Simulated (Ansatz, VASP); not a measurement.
Hf: VASP beside Ansatz

```
Hf
1.0
     0.00000    2.15340    2.22000
     2.15340    0.00000    2.22000
     2.15340    2.15340    0.00000
Hf
1
Cartesian
  0.0000 0.0000 0.0000
```

Change from the starting cell: equal xx and yy strain of -3 %, PAW files.

Alike in both runs: task electric field gradients; functional LDA; k mesh 13 × 13 × 13; occupations fermi-dirac, width 0.03 eV; no spin polarisation.

|  | VASP | Ansatz |
| --- | --- | --- |
| version | VASP 6.6.1 | Ansatz 0.2.0 |
| potentials or method | VASP PAW LDA potentials, release 64 (Hf_pv) | PAW with Ansatz's default frozen-core files, scalar-relativistic |
| plane-wave cutoff (eV) | 520 | 420 |
| valence electrons in the cell | 10 | 26 |

|  | VASP | Ansatz | Ansatz less VASP |
| --- | --- | --- | --- |
| pressure (GPa) | 1.1 | 1.1 | -0.05 |
| traceless stress, the component that is largest in VASP (GPa) | -0.78 | -0.84 | -0.066 |
| size of Vzz on the site where it differs most (V/Å²) | 24.8 | 27.5 | +2.64 |

LDA's correlation is that of Perdew and Zunger in VASP and of Perdew and Wang (1992) in Ansatz. VASP's potentials hold 10 valence electrons a cell and Ansatz's 26, so a difference there can come from the potentials and not from the codes.

Neither program's run includes spin-orbit coupling.
